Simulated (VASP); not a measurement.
# Lu (Pm-3m) in VASP: a series of runs

The runs below take Lu through single point, with PBE, HSE06.

Everything below comes from runs of VASP 6.6.1. Logs are shortened: lines on timing, memory, paths and dates and some standing lists are left out, and cuts for length are marked.

### 1 The cell of the first run

It takes space group Pm-3m (No. 221, cubic). Conventional cell: a = 3.207 Å, b = 3.207 Å, c = 3.207 Å, α = 90.00°, β = 90.00°, γ = 90.00°. Lu (site symmetry m-3m) has 6 Lu at 3.21 Å within 4.2 Å.

### 2 Single point, PBE

INCAR reads:

```
SYSTEM = Lu
PREC = Accurate ; ENCUT = 520
EDIFF = 1E-6 ; ISMEAR = -1
SIGMA = 0.1 ; LREAL = .FALSE.
LASPH = .TRUE. ; NELM = 100
ALGO = Normal ; ISIF = 2
LWAVE = .FALSE. ; LCHARG = .TRUE.
GGA = PE ; LELF = .TRUE.
LVHAR = .TRUE. ; NBANDS = 18
```

KPOINTS reads:

```
regular mesh
0
G
  5 5 5
  0 0 0
```

POSCAR reads:

```
Lu
1.0
    3.2072444488      0.0000000000      0.0000000000
    0.0000000000      3.2072444488      0.0000000000
    0.0000000000      0.0000000000      3.2072444488
Lu
1
Direct
    0.0000000000      0.0000000000      0.0000000000
```

Potentials or basis: VASP PAW PBE potentials, release 64 (Lu).

Started as:

```console
cat potpaw_PBE.64/Lu/POTCAR > POTCAR
mpirun -np 1 vasp_std > vasp.out
```

OUTCAR:

```text
SYSTEM = Lu
   PREC = Accurate
   ENCUT = 520
   EDIFF = 1E-6
   ISMEAR = -1
   LREAL = .FALSE.
   LASPH = .TRUE.
   NELM = 100
   ISIF = 2
   GGA = PE

 ion  position               nearest neighbor table
   1  0.000  0.000  0.000-

  LATTYP: Found a simple cubic cell.
 ALAT       =     3.2072444488

  Lattice vectors:

 A1 = (   3.2072444488,   0.0000000000,   0.0000000000)
 A2 = (   0.0000000000,   3.2072444488,   0.0000000000)
 A3 = (   0.0000000000,   0.0000000000,   3.2072444488)

Analysis of symmetry for initial positions (statically):
=====================================================================
 Subroutine PRICEL returns:
 Original cell was already a primitive cell.

 Routine SETGRP: Setting up the symmetry group for a
 simple cubic supercell.

 Subroutine GETGRP returns: Found 48 space group operations
 (whereof 48 operations were pure point group operations)
 out of a pool of 48 trial point group operations.

The static configuration has the point symmetry O_h .

Analysis of symmetry for dynamics (positions and initial velocities):
=====================================================================
 Subroutine PRICEL returns:
 Original cell was already a primitive cell.

 Routine SETGRP: Setting up the symmetry group for a
 simple cubic supercell.

 Subroutine GETGRP returns: Found 48 space group operations
 (whereof 48 operations were pure point group operations)
 out of a pool of 48 trial point group operations.

The dynamic configuration has the point symmetry O_h .

 Subroutine INISYM returns: Found 48 space group operations
 (whereof 48 operations are pure point group operations),
 and found     1 'primitive' translations

----------------------------------------------------------------------------------------

                                     Primitive cell

  volume of cell :      32.9911

  direct lattice vectors                    reciprocal lattice vectors
     3.207244449  0.000000000  0.000000000     0.311794132  0.000000000  0.000000000
     0.000000000  3.207244449  0.000000000     0.000000000  0.311794132  0.000000000
     0.000000000  0.000000000  3.207244449     0.000000000  0.000000000  0.311794132

  length of vectors
     3.207244449  3.207244449  3.207244449     0.311794132  0.311794132  0.311794132

  position of ions in fractional coordinates (direct lattice)
     0.000000000  0.000000000  0.000000000
[... 55 lines left out ...]
   ISPIN  =      1    spin polarized calculation?
   LNONCOLLINEAR =      F non collinear calculations
   LSORBIT =      F    spin-orbit coupling
   LASPH  =      T    aspherical Exc in radial PAW
   ENCUT  =  520.0 eV  38.22 Ry    6.18 a.u.   5.96  5.96  5.96*2*pi/ulx,y,z
   NELM   =    100;   NELMIN=  2; NELMDL= -5     # of ELM steps
   EDIFF  = 0.1E-05   stopping-criterion for ELM
   LREAL  =      F    real-space projection
   EDIFFG = 0.1E-04   stopping-criterion for IOM
   NSW    =      0    number of steps for IOM
   IBRION =     -1    ionic relax: 0-MD 1-quasi-New 2-CG
   NFREE  =      0    steps in history (QN), initial steepest desc. (CG)
   ISIF   =      2    stress and relaxation
   ISYM   =      2    0-nonsym 1-usesym 2-fastsym
   POTIM  = 0.5000    time-step for ionic-motion
   TEBEG  =    0.0;   TEEND  =   0.0 temperature during run
   PSTRESS=    0.0 pullay stress
   NELECT =      25.0000    total number of electrons
   NUPDOWN=      -1.0000    fix difference up-down
   EMIN   =  10.00;   EMAX   =-10.00  energy-range for DOS
   EFERMI =   0.00;   METHOD = LEGACY
   ISMEAR =    -1;   SIGMA  =   0.10  broadening in eV -4-tet -1-fermi 0-gaus
   EFERMI_NEDOS =   21; number of points for ismear=-14 and -15
   IALGO  =     38    algorithm
   IMIX   =      4    mixing-type and parameters
     AMIX     =   0.40;   BMIX     =  1.00
     AMIX_MAG =   1.60;   BMIX_MAG =  1.00
  volume/ion in A,a.u.               =      32.99       222.63
  Fermi-wavevector in a.u.,A,eV,Ry     =   1.492529  2.820471 30.308920  2.227643
  Thomas-Fermi vector in A             =   2.605045
   LORBIT       =      0    0 simple, 1 ext, 2 COOP (PROOUT), +10 PAW based schemes
   GGA     = PE    functional components
   LHFCALC =     F    Hartree Fock is set to
   AEXX    =    0.0000 exact exchange contribution
   IVDW    =     0    specifies the selected vdW correction
   LEPSILON=     F    determine dielectric tensor
   LRPA    =     F    only Hartree local field effects (RPA)
 non-spin polarized calculation
  energy-cutoff  :      520.00
  volume of cell :       32.99
 maximum number of plane-waves:       904
 NGX is ok and might be reduce to    24
   NGX = 11   NGY = 11   NGZ = 11

 number of electron      25.0000008 magnetization

 Free energy of the ion-electron system (eV)
  ---------------------------------------------------
  ext. energy  EPLUGINS =         0.00000000
  ---------------------------------------------------
  free energy    TOTEN  =        -3.66811233 eV

  energy without entropy =       -3.59015137  energy(sigma->0) =       -3.62913185

 E-fermi :   1.7150     XC(G=0): -10.0326

 val. band max:        1.6648439239   @ k =   0.4000   0.0000   0.0000
 cond. band min:       1.7629000388   @ k =   0.4000   0.4000   0.4000
 fundamental gap:      0.0980561149
 Fermi energy:         1.7149601213

 k-point     1 :       0.0000    0.0000    0.0000
  band No.  band energies     occupation
      1     -54.9828      2.00000
      2     -25.3965      2.00000
      3     -25.3965      2.00000
      4     -25.3965      2.00000
      5      -3.9086      2.00000
      6      -3.6993      2.00000
[... 187 lines left out ...]
      5      -3.7076      2.00000
      6      -3.7047      2.00000
[... 10 lines left out ...]
     17       6.9054      0.00000
     18       9.0352      0.00000

------------------------ aborting loop because EDIFF is reached ----------------------------------------

  FORCE on cell =-STRESS in cart. coord.  units (eV):
  Direction    XX          YY          ZZ          XY          YZ          ZX
  --------------------------------------------------------------------------------------
  -------------------------------------------------------------------------------------
  Total       -0.0825084     -0.0825084     -0.0825084      0.0000000     -0.0000000      0.0000000
  in kB       -4.0069362     -4.0069362     -4.0069362      0.0000000     -0.0000000      0.0000000
  external PRESSURE =      -4.0069362 kB  Pullay stress =       0.0000000 kB

 VOLUME and BASIS-vectors are now :
 -----------------------------------------------------------------------------
  energy-cutoff  :      520.00
  volume of cell :       32.99
      direct lattice vectors                 reciprocal lattice vectors
     3.207244449  0.000000000  0.000000000     0.311794132  0.000000000  0.000000000
     0.000000000  3.207244449  0.000000000     0.000000000  0.311794132  0.000000000
     0.000000000  0.000000000  3.207244449     0.000000000  0.000000000  0.311794132

 POSITION                                       TOTAL-FORCE (eV/Angst)
 -----------------------------------------------------------------------------------
      0.00000      0.00000      0.00000         0.000000      0.000000      0.000000
 -----------------------------------------------------------------------------------
    total drift:                                0.000000     -0.000000      0.000000

  FREE ENERGIE OF THE ION-ELECTRON SYSTEM (eV)
  ---------------------------------------------------
  free  energy   TOTEN  =        -3.6681123347 eV

  energy  without entropy=       -3.5901513688  energy(sigma->0) =       -3.62913185
```

stdout:

```text
POSCAR found type information on POSCAR Lu
 POSCAR found :  1 types and       1 ions
 scaLAPACK will be used
 LDA part: xc-table for (Slater+PW92), standard interpolation
 POSCAR, INCAR and KPOINTS ok, starting setup
 FFT: planning ... GRIDC
 FFT: planning ... GRID_SOFT
 FFT: planning ... GRID
 WAVECAR not read
 entering main loop
```

It took 6.5 s on 1 thread of Intel Xeon 6975P-C, shared host; peak memory 0.14 GiB.

What came out:

```yaml
Free_energy: -3.6681 eV
Pressure: -0.4 GPa
```

Levels at points of the mesh, in eV from the Fermi level:
```
           k point  band 9  band 10  band 11  band 12  band 13  band 14  band 15  band 16
(0.00, 0.00, 0.00)   -5.39    -5.39    -5.39    -5.36    -0.37    -0.37     6.00     6.00
```

Caveat: the k points lie up to 0.39 Å⁻¹ apart; spin-orbit coupling is left out, which moves the levels of the heavy elements.

### 3 Single point, HSE06

POSCAR is that of step 2.

INCAR.step1 reads:

```
SYSTEM = Lu
ALGO = Normal ; EDIFF = 1E-5
ENCUT = 520 ; GGA = PE
ISIF = 2 ; ISMEAR = -1
LASPH = .True. ; LCHARG = .False.
LREAL = .False. ; LWAVE = .True.
NBANDS = 18 ; NELM = 100
PREC = Accurate ; SIGMA = 0.1
```

INCAR.step2 reads:

```
SYSTEM = Lu
ALGO = Normal ; EDIFF = 1E-6
ENCUT = 520 ; GGA = PE
HFSCREEN = 0.2079 ; ISIF = 2
ISMEAR = -1 ; ISTART = 1
LASPH = .True. ; LCHARG = .False.
LHFCALC = .True. ; LREAL = .False.
LWAVE = .False. ; NBANDS = 18
NELM = 100 ; PREC = Accurate
PRECFOCK = Normal ; SIGMA = 0.1
```

KPOINTS reads:

```
k-points
0
Gamma
  5 5 5
  0 0 0
```

Potentials or basis: VASP PAW PBE potentials, release 64 (Lu).

Started as:

```console
cat potpaw_PBE.64/Lu/POTCAR > POTCAR
cp INCAR.step1 INCAR
mpirun -np 1 vasp_std > vasp.out
cp INCAR.step2 INCAR
mpirun -np 1 vasp_std > vasp.out
```

It took 16 min on 1 thread of Intel Xeon 6975P-C, shared host; peak memory 0.25 GiB.

Results (log left out):

```
Free energy : -4.0131 eV
Pressure    : 1.8 GPa
```

Levels at points of the mesh, in eV from the Fermi level:
| k point | band 9 | band 10 | band 11 | band 12 | band 13 | band 14 | band 15 | band 16 |
| --- | --- | --- | --- | --- | --- | --- | --- | --- |
| (0.00, 0.00, 0.00) | -8.74 | -8.74 | -8.72 | -6.72 | -0.13 | -0.13 | 6.72 | 6.72 |

Caveat: the k points lie up to 0.39 Å⁻¹ apart; the PAW data sets were made with another functional, which shifts forces and pressure a little; spin-orbit coupling is left out, which moves the levels of the heavy elements.
